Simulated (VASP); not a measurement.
Here is a VASP 6.6.1 calculation.

File POSCAR:

```
HfO2
1.0
    5.0904417891      0.0000000000      0.0137961960
    0.0000000000      5.1842136114      0.0000000000
   -0.8614602487      0.0000000000      5.1892360381
Hf O
4 8
Direct
    0.2767422096      0.4585542248      0.7082678980
    0.7232577904      0.9585542248      0.7917321020
    0.7232577904      0.5414457752      0.2917321020
    0.2767422096      0.0414457752      0.2082678980
    0.4465134813      0.7414219061      0.9805246096
    0.5534865187      0.2414219061      0.5194753904
    0.5534865187      0.2585780939      0.0194753904
    0.4465134813      0.7585780939      0.4805246096
    0.0738874877      0.3412588207      0.3374468494
    0.9261125123      0.8412588207      0.1625531506
    0.9261125123      0.6587411793      0.6625531506
    0.0738874877      0.1587411793      0.8374468494
```

The input INCAR.step1:

```
SYSTEM = HfO2
  PREC = Accurate
  ENCUT = 520
  ISMEAR = -1
  SIGMA = 0.03
  LREAL = .False.
  LASPH = .True.
  NELM = 80
  NBANDS = 56
  GGA = PE
  ALGO = Normal
  EDIFF = 1E-4
  LWAVE = .True.
  LCHARG = .False.
```

INCAR.step2

```
SYSTEM = HfO2
  PREC = Accurate
  ENCUT = 520
  EDIFF = 1E-6
  ISMEAR = -1
  SIGMA = 0.03
  LREAL = .False.
  LASPH = .True.
  NELM = 80
  ALGO = Normal
  ISIF = 2
  LWAVE = .False.
  LCHARG = .False.
  METAGGA = R2SCAN
  LMIXTAU = .True.
  LUSE_VDW = .True.
  IVDW_NL = 2
  BPARAM = 11.95
  CPARAM = 0.0093
  NBANDS = 56
  ISTART = 1
```

The input KPOINTS:

```
regular mesh
0
Gamma
  6 6 6
  0 0 0
```

Potentials or basis: VASP PAW PBE potentials, release 64 (Hf_pv, O).

Launch:

```console
$ cat potpaw_PBE.64/Hf_pv/POTCAR potpaw_PBE.64/O/POTCAR > POTCAR
$ cp INCAR.step1 INCAR
$ mpirun -np 1 vasp_std > vasp.out
$ cp INCAR.step2 INCAR
$ mpirun -np 1 vasp_std > vasp.out
```

Question: What does it give for the pressure?

Answer: -3.1 GPa.

Question: Predict the band gap on the k mesh.

Answer: 4.55 eV (least direct gap 4.65 eV).

Stress tensor (GPa, compression positive):
```
-3.10  0.00 -0.19
 0.00 -3.16  0.00
-0.19  0.00 -3.03
```

Caveat: the cell stands under tension; the PAW data sets were made with another functional, which shifts forces and pressure a little; spin-orbit coupling is left out, which moves the levels of the heavy elements. A k mesh can miss the band edges.
